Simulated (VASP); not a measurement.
# Al15N15O (a cell with a defect) in VASP: a series of runs

Al15N15O (a cell with a defect) is run at these levels: PBE; tasks: single point.

Everything below comes from runs of VASP 6.6.1. Logs are shortened: lines on timing, memory, paths and dates and some standing lists are left out, and cuts for length are marked.

### Step 1. The cell of the first run

The cell holds a defect, 31 atoms: a = 6.260 Å, b = 6.260 Å, c = 10.035 Å, α = 90.00°, β = 90.00°, γ = 120.00°.

### Step 2. Single point, PBE

File INCAR:

```
PREC     = Accurate       # precision mode
ENCUT    = 520            # plane-wave cutoff, eV
EDIFF    = 1E-6           # SCF threshold, eV
ISMEAR   = 0              # smearing method
SIGMA    = 0.01           # smearing width, eV
LREAL    = Auto         
LASPH    = T              # aspherical terms in the spheres
NELM     = 120            # most SCF steps
ALGO     = Normal         # electronic algorithm
ISIF     = 2              # what is computed and relaxed
LWAVE    = F              # write WAVECAR
LCHARG   = F              # write CHGCAR
GGA      = PE             # functional
NELECT   = 128.0        
NBANDS   = 84             # bands
GGA_COMPAT= F            
ISYM     = -1
```

File KPOINTS:

```
explicit points
1
Reciprocal
  0.25000000   0.25000000   0.25000000 1
```

File POSCAR:

```
Al15N15O
1.0
    6.2595139102      0.0000000601      0.0000000000
   -3.1297570100      5.4208980298      0.0000000000
    0.0000000000      0.0000000000     10.0348065900
Al O N
15 1 15
Direct
    0.3344444415      0.1681316590      0.2524672306
    0.3320808792      0.1704081266      0.7488069566
    0.1678026729      0.3348183831      0.9923735252
    0.3343288609      0.6636800201      0.2579964562
    0.1712912789      0.8272506055      0.4968687280
    0.3316228867      0.6620192517      0.7453748641
    0.1688554770      0.8347776210      1.0018885059
    0.8388419710      0.1681532298      0.2579508034
    0.6755292063      0.3313254799      0.4968860985
    0.8404884626      0.1708237917      0.7453671926
    0.6678454158      0.3338653225      1.0018662519
    0.8341016073      0.6683682062      0.2516134132
    0.6630592022      0.8393721627      0.4973812570
    0.8339099037      0.6686846293      0.7470508161
    0.6667688440      0.8359323102      1.0002873683
    0.3472509139      0.1554523012      0.4334051881
    0.1708407915      0.3317652010      0.1864584204
    0.3367072586      0.1658556517      0.9421940498
    0.1698463745      0.3326848641      0.7131457450
    0.3426769392      0.6848798242      0.4377369832
    0.1677088526      0.8326277265      0.1907042778
    0.3349459560      0.6747120418      0.9410343273
    0.1695235218      0.8359357179      0.6881488363
    0.8175429156      0.1596396881      0.4377038574
    0.6698394495      0.3346684005      0.1906731054
    0.8278278130      0.1675639821      0.9410154539
    0.6668051332      0.3331036456      0.6881825660
    0.8330001226      0.6695119287      0.4399411073
    0.6702504037      0.8322169469      0.1879360724
    0.8336862731      0.6688115016      0.9390133878
    0.6688710382      0.8335128822      0.6919909247
```

Potentials or basis: VASP PAW PBE potentials, release 64 (Al, O, N).

On the command line:

```sh
$ cat potpaw_PBE.64/Al/POTCAR potpaw_PBE.64/O/POTCAR potpaw_PBE.64/N/POTCAR > POTCAR
$ mpirun -np 1 vasp_std > vasp.out
```

OUTCAR:

```text
PREC = Accurate
   ENCUT = 520
   EDIFF = 1E-6
   ISMEAR = 0
   LREAL = Auto
   LASPH = T
   NELM = 120
   ISIF = 2
   GGA = PE
   NELECT = 128.0
   ISYM = -1

 ion  position               nearest neighbor table
   1  0.334  0.168  0.252-  16 1.82  17 1.89  25 1.92  21 1.92   5 3.07   9 3.07   7 3.10  11 3.10
                             4 3.10   8 3.10  12 3.13  12 3.13   8 3.16   4 3.16   3 3.17
   2  0.332  0.170  0.749-  19 1.80  23 1.91  27 1.91  18 1.94   3 3.02  10 3.08   6 3.08   7 3.12
                            11 3.12  14 3.13  14 3.13   5 3.14   9 3.14   6 3.18  10 3.18
   3  0.168  0.335  0.992-  18 1.90  22 1.91  26 1.91  17 1.95   2 3.02   6 3.05  10 3.05   7 3.13
                            11 3.13  15 3.13  15 3.13  11 3.13   7 3.13   1 3.17   8 3.21   4 3.21
   4  0.334  0.664  0.258-  20 1.81  17 1.94  21 1.94  29 1.95   5 2.98  13 2.99   8 3.10   1 3.10
                            12 3.11  12 3.15   7 3.15  15 3.15   1 3.16   8 3.16   3 3.21
   5  0.171  0.827  0.497-  20 1.80  16 1.89  23 1.92  28 1.92   4 2.98  13 3.04   6 3.06  12 3.07
                             1 3.07   9 3.10  14 3.11   2 3.14   9 3.16  13 3.22
   6  0.332  0.662  0.745-  19 1.81  31 1.91  23 1.91  22 1.96   3 3.05   5 3.06  13 3.07  10 3.07
                             2 3.08  14 3.12  14 3.14  15 3.14   7 3.15   2 3.18  10 3.19
   7  0.169  0.835  0.002-  22 1.87  18 1.89  21 1.89  30 1.92  12 3.09   1 3.10  15 3.11  11 3.12
                             2 3.12   3 3.13   3 3.13  11 3.14  14 3.14  15 3.15   4 3.15   6 3.15
   8  0.839  0.168  0.258-  24 1.81  17 1.94  25 1.94  29 1.95   9 2.98  13 2.99   4 3.10   1 3.10
                            12 3.11  12 3.15  15 3.15  11 3.15   1 3.16   4 3.16   3 3.21
   9  0.676  0.331  0.497-  24 1.80  16 1.89  27 1.92  28 1.92   8 2.98  13 3.04  10 3.05  12 3.07
                             1 3.07   5 3.10  14 3.11   2 3.14   5 3.16  13 3.22
  10  0.840  0.171  0.745-  19 1.81  31 1.91  27 1.91  26 1.96   3 3.05   9 3.05  13 3.07   6 3.07
                             2 3.08  14 3.12  15 3.14  14 3.14  11 3.15   2 3.18   6 3.19
  11  0.668  0.334  0.002-  26 1.87  18 1.89  25 1.89  30 1.92  12 3.09   1 3.10  15 3.11   7 3.12
                             2 3.12   3 3.13   3 3.13  14 3.14   7 3.14  15 3.15   8 3.15  10 3.15
  12  0.834  0.668  0.252-  29 1.89  28 1.89  21 1.91  25 1.91   9 3.07   5 3.07  13 3.09  11 3.09
                             7 3.09  15 3.11   8 3.11   4 3.11   1 3.13   1 3.13   4 3.15   8 3.15
  13  0.663  0.839  0.497-  24 1.84  20 1.84  28 1.93  31 1.95   4 2.99   8 2.99   5 3.04   9 3.04
                            10 3.07   6 3.07  12 3.09  14 3.12   9 3.22   5 3.22
  14  0.834  0.669  0.747-  31 1.87  27 1.91  23 1.91  30 1.93   9 3.11   5 3.11  13 3.12  15 3.12
                            10 3.12   6 3.12   2 3.13   2 3.13  11 3.14   7 3.14   6 3.14  10 3.14
  15  0.667  0.836  0.000-  29 1.88  26 1.89  22 1.89  30 1.91  12 3.11   7 3.11  11 3.11  14 3.12
                             3 3.13   3 3.13  10 3.14   6 3.14  11 3.15   7 3.15   8 3.15   4 3.15
  16  0.347  0.155  0.433-   1 1.82   5 1.89   9 1.89
  17  0.171  0.332  0.186-   1 1.89   4 1.94   8 1.94   3 1.95
  18  0.337  0.166  0.942-   7 1.89  11 1.89   3 1.90   2 1.94
  19  0.170  0.333  0.713-   2 1.80   6 1.81  10 1.81
  20  0.343  0.685  0.438-   5 1.80   4 1.81  13 1.84
  21  0.168  0.833  0.191-   7 1.89  12 1.91   1 1.92   4 1.94
  22  0.335  0.675  0.941-   7 1.87  15 1.89   3 1.91   6 1.96
  23  0.170  0.836  0.688-   6 1.91   2 1.91  14 1.91   5 1.92
  24  0.818  0.160  0.438-   9 1.80   8 1.81  13 1.84
  25  0.670  0.335  0.191-  11 1.89  12 1.91   1 1.92   8 1.94
  26  0.828  0.168  0.941-  11 1.87  15 1.89   3 1.91  10 1.96
  27  0.667  0.333  0.688-  10 1.91  14 1.91   2 1.91   9 1.92
  28  0.833  0.670  0.440-  12 1.89   9 1.92   5 1.92  13 1.93
  29  0.670  0.832  0.188-  15 1.88  12 1.89   8 1.95   4 1.95
  30  0.834  0.669  0.939-  15 1.91  11 1.92   7 1.92  14 1.93
  31  0.669  0.834  0.692-  14 1.87   6 1.91  10 1.91  13 1.95

IMPORTANT INFORMATION: All symmetrisations will be switched off!
NOSYMM: (Re-)initialisation of all symmetry stuff for point group C_1.

----------------------------------------------------------------------------------------

                                     Primitive cell

  volume of cell :     340.5029

  direct lattice vectors                    reciprocal lattice vectors
     6.259513910  0.000000060  0.000000000     0.159756813  0.092235641  0.000000000
    -3.129757010  5.420898030  0.000000000    -0.000000002  0.184471279  0.000000000
     0.000000000  0.000000000 10.034806590     0.000000000  0.000000000  0.099653141

  length of vectors
     6.259513910  6.259513910 10.034806590     0.184471279  0.184471279  0.099653141

  position of ions in fractional coordinates (direct lattice)
     0.334444441  0.168131659  0.252467231
     0.332080879  0.170408127  0.748806957
     0.167802673  0.334818383  0.992373525
     0.334328861  0.663680020  0.257996456
     0.171291279  0.827250605  0.496868728
     0.331622887  0.662019252  0.745374864
[... 23 lines left out ...]
     0.833686273  0.668811502  0.939013388
     0.668871038  0.833512882  0.691990925

  ion indices of the primitive-cell ions
   primitive index   ion index
                 1           1
                 2           2
                 3           3
                 4           4
                 5           5
                 6           6
[... 23 lines left out ...]
                30          30
                31          31

----------------------------------------------------------------------------------------

 KPOINTS: explicit points

Read explicit list of k-points.

 Found      1 k-points:

 Following reciprocal coordinates:
            Coordinates               Weight
  0.250000  0.250000  0.250000      1.000000
   k-points           NKPTS =      1   k-points in BZ     NKDIM =      1   number of bands    NBANDS=     84
   number of dos      NEDOS =    301   number of ions     NIONS =     31
   total plane-waves  NPLWV = 184320
   dimension x,y,z NGX =    48 NGY =   48 NGZ =   80
   dimension x,y,z NGXF=    96 NGYF=   96 NGZF=  160
   ions per type =              15   1  15
   NGX,Y,Z   is equivalent  to a cutoff of  12.75, 12.75, 13.25 a.u.
   NGXF,Y,Z  is equivalent  to a cutoff of  25.50, 25.50, 26.51 a.u.
 SYSTEM =  unknown system
   PREC   = accura    normal or accurate (medium, high low for compatibility)
   ISTART =      0    job   : 0-new  1-cont  2-samecut
   ICHARG =      2    charge: 1-file 2-atom 10-const
   ISPIN  =      1    spin polarized calculation?
   LNONCOLLINEAR =      F non collinear calculations
   LSORBIT =      F    spin-orbit coupling
   LASPH  =      T    aspherical Exc in radial PAW
   ENCUT  =  520.0 eV  38.22 Ry    6.18 a.u.  11.64 11.64 18.66*2*pi/ulx,y,z
   NELM   =    120;   NELMIN=  2; NELMDL= -5     # of ELM steps
   EDIFF  = 0.1E-05   stopping-criterion for ELM
   LREAL  =      T    real-space projection
   EDIFFG = 0.1E-04   stopping-criterion for IOM
   NSW    =      0    number of steps for IOM
   IBRION =     -1    ionic relax: 0-MD 1-quasi-New 2-CG
   NFREE  =      0    steps in history (QN), initial steepest desc. (CG)
   ISIF   =      2    stress and relaxation
   ISYM   =     -1    0-nonsym 1-usesym 2-fastsym
   POTIM  = 0.5000    time-step for ionic-motion
   TEBEG  =    0.0;   TEEND  =   0.0 temperature during run
   PSTRESS=    0.0 pullay stress
   NELECT =     128.0000    total number of electrons
   NUPDOWN=      -1.0000    fix difference up-down
   EMIN   =  10.00;   EMAX   =-10.00  energy-range for DOS
   EFERMI =   0.00;   METHOD = LEGACY
   ISMEAR =     0;   SIGMA  =   0.01  broadening in eV -4-tet -1-fermi 0-gaus
   EFERMI_NEDOS =   21; number of points for ismear=-14 and -15
   IALGO  =     38    algorithm
   IMIX   =      4    mixing-type and parameters
     AMIX     =   0.40;   BMIX     =  1.00
     AMIX_MAG =   1.60;   BMIX_MAG =  1.00
  volume/ion in A,a.u.               =      10.98        74.12
  Fermi-wavevector in a.u.,A,eV,Ry     =   1.181511  2.232733 18.993310  1.395969
  Thomas-Fermi vector in A             =   2.317783
   LORBIT       =      0    0 simple, 1 ext, 2 COOP (PROOUT), +10 PAW based schemes
   GGA     = PE    functional components
   LHFCALC =     F    Hartree Fock is set to
   AEXX    =    0.0000 exact exchange contribution
   IVDW    =     0    specifies the selected vdW correction
   LEPSILON=     F    determine dielectric tensor
   LRPA    =     F    only Hartree local field effects (RPA)
 non-spin polarized calculation
 Gauss-broadening in eV      SIGMA  =   0.01
  energy-cutoff  :      520.00
  volume of cell :      340.50
 maximum number of plane-waves:      9148
 NGX is ok and might be reduce to    48
   NGX = 23   NGY = 23   NGZ = 37

 number of electron     128.0000001 magnetization

 Free energy of the ion-electron system (eV)
  ---------------------------------------------------
  ext. energy  EPLUGINS =         0.00000000
  ---------------------------------------------------
  free energy    TOTEN  =      -216.88999202 eV

  energy without entropy =     -216.88999202  energy(sigma->0) =     -216.88999202

 E-fermi :   6.6720     XC(G=0): -10.7048

 val. band max:        6.5735369363   @ k =   0.2500   0.2500   0.2500
 cond. band min:      10.8014602900   @ k =   0.2500   0.2500   0.2500
 fundamental gap:      4.2279233537
 Fermi energy:         6.6720239531

 k-point     1 :       0.2500    0.2500    0.2500
  band No.  band energies     occupation
      1     -12.3249      2.00000
      2      -9.2555      2.00000
      3      -8.7579      2.00000
      4      -8.6490      2.00000
      5      -8.5327      2.00000
      6      -8.2555      2.00000
[... 68 lines left out ...]
     75      12.4692      0.00000
     76      12.6228      0.00000
 [bands above 76 left out]

------------------------ aborting loop because EDIFF is reached ----------------------------------------

  FORCE on cell =-STRESS in cart. coord.  units (eV):
  Direction    XX          YY          ZZ          XY          YZ          ZX
  --------------------------------------------------------------------------------------
  -------------------------------------------------------------------------------------
  Total       20.8600167     11.0230257     22.7992932     -8.5730702      0.5110413     -0.3325528
  in kB       98.1531811     51.8669306    107.2781094    -40.3390910      2.4046160     -1.5647692
  external PRESSURE =      85.7660737 kB  Pullay stress =       0.0000000 kB

 VOLUME and BASIS-vectors are now :
 -----------------------------------------------------------------------------
  energy-cutoff  :      520.00
  volume of cell :      340.50
      direct lattice vectors                 reciprocal lattice vectors
     6.259513910  0.000000060  0.000000000     0.159756813  0.092235641  0.000000000
    -3.129757010  5.420898030  0.000000000    -0.000000002  0.184471279  0.000000000
     0.000000000  0.000000000 10.034806590     0.000000000  0.000000000  0.099653141

 POSITION                                       TOTAL-FORCE (eV/Angst)
 -----------------------------------------------------------------------------------
      1.56725      0.91142      2.53346        -0.008592      0.008828     -0.009228
      1.54533      0.92377      7.51413         0.002246      0.004138      0.000726
      0.00246      1.81502      9.95828         0.006972     -0.009975      0.002089
      0.01558      3.59774      2.58894        -0.006602      0.001243     -0.010071
     -1.51689      4.48444      4.98598        -0.004666     -0.008933      0.013130
      0.00384      3.58874      7.47969         0.002579      0.003237     -0.005827
[... 23 lines left out ...]
      3.12525      3.62556      9.42282        -0.006886      0.011424      0.001380
      1.57811      4.51839      6.94400        -0.003958     -0.001791      0.003324
 -----------------------------------------------------------------------------------
    total drift:                                0.009675      0.006824      0.000090

  FREE ENERGIE OF THE ION-ELECTRON SYSTEM (eV)
  ---------------------------------------------------
  free  energy   TOTEN  =      -216.8899920224 eV

  energy  without entropy=     -216.8899920224  energy(sigma->0) =     -216.88999202
```

Run time: 84 s. Hardware: 1 thread of Intel Xeon Platinum 8488C (Sapphire Rapids), shared host; peak memory 0.41 GiB.

What came out:

* Free energy: -216.8900 eV
* Largest force: 0.019 eV/Å

Forces in eV/Å, atoms in the order of the input:
```
Al  -0.009  0.009 -0.009
Al   0.002  0.004  0.001
Al   0.007 -0.010  0.002
Al  -0.007  0.001 -0.010
Al  -0.005 -0.009  0.013
Al   0.003  0.003 -0.006
Al   0.003 -0.006  0.000
Al  -0.006  0.008 -0.006
Al   0.002  0.011  0.011
Al   0.000  0.005 -0.006
Al   0.013 -0.010 -0.001
Al  -0.009  0.007 -0.001
Al   0.010 -0.006  0.002
Al  -0.001  0.007 -0.003
Al   0.010 -0.016 -0.003
O    0.006  0.000 -0.005
N    0.002 -0.003 -0.002
N   -0.009  0.006 -0.001
N   -0.005 -0.003  0.004
N    0.004  0.004  0.006
N    0.010 -0.007 -0.002
N   -0.005  0.003  0.000
N    0.000 -0.003  0.004
N    0.000 -0.003  0.004
N    0.006 -0.005 -0.001
N   -0.007  0.011  0.000
N   -0.001 -0.005  0.003
N   -0.008  0.004  0.001
N    0.005 -0.006  0.000
N   -0.007  0.011  0.001
N   -0.004 -0.002  0.003
```

Levels at points of the mesh, in eV from the Fermi level:
```
           k point  band 60  band 61  band 62  band 63  band 64  band 65  band 66  band 67  band 68  band 69
(0.25, 0.25, 0.25)    -1.73    -1.66    -0.86    -0.72    -0.10     4.13     4.53     4.71     4.79     4.91
```

Caveat: the cell carries a net charge on a neutralising background, which shifts energy and pressure; the cell is charged against a uniform background, so pressure and absolute levels hang on convention.

### Step 3. Single point, PBE

File INCAR:

```
SYSTEM = Al15N15O
PREC     = Accurate       ! precision mode
ENCUT    = 520            ! plane-wave cutoff, eV
EDIFF    = 1E-6           ! SCF threshold, eV
ISMEAR   = 0              ! smearing method
SIGMA    = 0.01           ! smearing width, eV
LREAL    = Auto         
LASPH    = .True.         ! aspherical terms in the spheres
NELM     = 120            ! most SCF steps
ALGO     = Normal         ! electronic algorithm
ISIF     = 2              ! what is computed and relaxed
LWAVE    = .False.        ! write WAVECAR
LCHARG   = .False.        ! write CHGCAR
GGA      = PE             ! functional
NBANDS   = 84             ! bands
GGA_COMPAT= .False.      
ISYM     = -1
```

KPOINTS is that of step 2.

File POSCAR:

```
Al15N15O
1.0
    6.2595139102      0.0000000601      0.0000000000
   -3.1297570100      5.4208980298      0.0000000000
    0.0000000000      0.0000000000     10.0348065900
Al O N
15 1 15
Direct
    0.3278132194      0.1711629266      0.2515751102
    0.3275126654      0.1712930183      0.7507968276
    0.1631916080      0.3355255473      0.9993389385
    0.3451915759      0.6812959576      0.2445993481
    0.1808956053      0.8504440846      0.5022411609
    0.3289555556      0.6571337872      0.7496087552
    0.1672972617      0.8359597410      1.0006126084
    0.8174578817      0.1537854195      0.2443457391
    0.6486094752      0.3179076578      0.5020462027
    0.8415588170      0.1696675715      0.7497291673
    0.6627950246      0.3316195931      1.0005985118
    0.8350267955      0.6641688886      0.2468237615
    0.6881918699      0.8109564484      0.5163661546
    0.8386167625      0.6600798360      0.7527788571
    0.6672585191      0.8314187830      0.9945406437
    0.3285927911      0.1704040375      0.4355658627
    0.1609801363      0.3377014221      0.1984551926
    0.3299938578      0.1687113272      0.9429895543
    0.1663786148      0.3323179332      0.6969153462
    0.4276494208      0.7983120256      0.4246783061
    0.1681208336      0.8378597814      0.1905590574
    0.3311037849      0.6704534329      0.9423433885
    0.1723637321      0.8349302460      0.6886756817
    0.6998902708      0.0706633593      0.4240645423
    0.6611002327      0.3311597255      0.1905218844
    0.8280875973      0.1675511978      0.9424210024
    0.6637845278      0.3260391571      0.6885641138
    0.8462730915      0.6526256504      0.4393219663
    0.6724041173      0.8265867785      0.1821452658
    0.8340644521      0.6646541556      0.9400924044
    0.6719892784      0.8264193534      0.6983938802
```

Potentials or basis: VASP PAW PBE potentials, release 64 (Al, O, N).

On the command line:

```sh
$ cat potpaw_PBE.64/Al/POTCAR potpaw_PBE.64/O/POTCAR potpaw_PBE.64/N/POTCAR > POTCAR
$ mpirun -np 1 vasp_std > vasp.out
```

It took 99 s on 1 thread of Intel Xeon Platinum 8488C (Sapphire Rapids), shared host; peak memory 0.41 GiB.

Results (log left out):

| Quantity | Value |
| --- | --- |
| Free energy | -229.7358 eV |
| Pressure | 0.1 GPa |
| Largest force | 0.030 eV/Å |
| Band gap on the k mesh | 2.65 eV |

Forces in eV/Å, atoms in the order of the input:
```
Al  -0.004  0.001 -0.015
Al   0.005 -0.004  0.002
Al   0.005  0.001  0.005
Al  -0.008  0.005  0.001
Al  -0.001 -0.023  0.008
Al  -0.001  0.006  0.000
Al   0.002  0.003  0.000
Al  -0.006  0.006  0.002
Al   0.023  0.013  0.010
Al  -0.005  0.001  0.002
Al   0.000 -0.001 -0.001
Al  -0.005  0.000 -0.006
Al   0.004 -0.005  0.002
Al   0.006  0.000  0.004
Al   0.005 -0.003  0.008
O    0.004 -0.007 -0.010
N   -0.001 -0.001 -0.002
N   -0.001  0.000 -0.001
N   -0.001  0.000  0.005
N   -0.024 -0.018 -0.004
N    0.004  0.000  0.001
N    0.000  0.000 -0.004
N    0.000  0.000  0.001
N    0.002  0.029 -0.003
N    0.001  0.001 -0.002
N   -0.002 -0.002 -0.005
N   -0.002 -0.001  0.003
N   -0.003  0.004  0.003
N    0.003 -0.004 -0.002
N   -0.004 -0.003 -0.003
N    0.001  0.000  0.002
```

Stress tensor (GPa, compression positive):
```
 1.40 -5.31  0.79
-5.31 -4.75 -0.45
 0.79 -0.45  3.77
```

Levels at points of the mesh, in eV from the valence-band top:
| k point | band 60 | band 61 | band 62 | band 63 | band 64 | band 65 | band 66 | band 67 |
| --- | --- | --- | --- | --- | --- | --- | --- | --- |
| (0.25, 0.25, 0.25) | -1.20 | -1.13 | -0.99 | 0.00 | 2.64 | 4.90 | 5.04 | 5.17 |

[end of part 1 of 2]
